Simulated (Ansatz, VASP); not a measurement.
Hf: VASP beside Ansatz

```
Hf
1.0
     3.20451    0.00000    0.00000
    -1.60225    2.77518    0.00000
     0.00000    0.00000    5.07382
Hf
2
Direct
  0.33333 0.66667 0.25000
  0.66667 0.33333 0.75000
```

Alike in both runs: task single point; functional PBE; k mesh 11 × 11 × 6; occupations fermi-dirac, width 1 eV; no spin polarisation.

```csv
,VASP,Ansatz
version,VASP 6.6.1,Ansatz 0.2.0
potentials or method,"VASP PAW PBE potentials, release 64 (Hf_pv), cutoff 520 eV","plane waves (420 eV) with PAW, scalar-relativistic"
valence electrons in the cell,20,52
```

```csv
,VASP,Ansatz,Ansatz less VASP
pressure (GPa),9.6,9.9,+0.35
"traceless stress, the component that is largest in VASP (GPa)",2.97,2.99,+0.021
```

With one functional, cell and mesh, what is left measures potentials, basis and numerics. VASP's potentials hold 20 valence electrons a cell and Ansatz's 52, so a difference there can come from the potentials and not from the codes.

Neither program's run includes spin-orbit coupling.
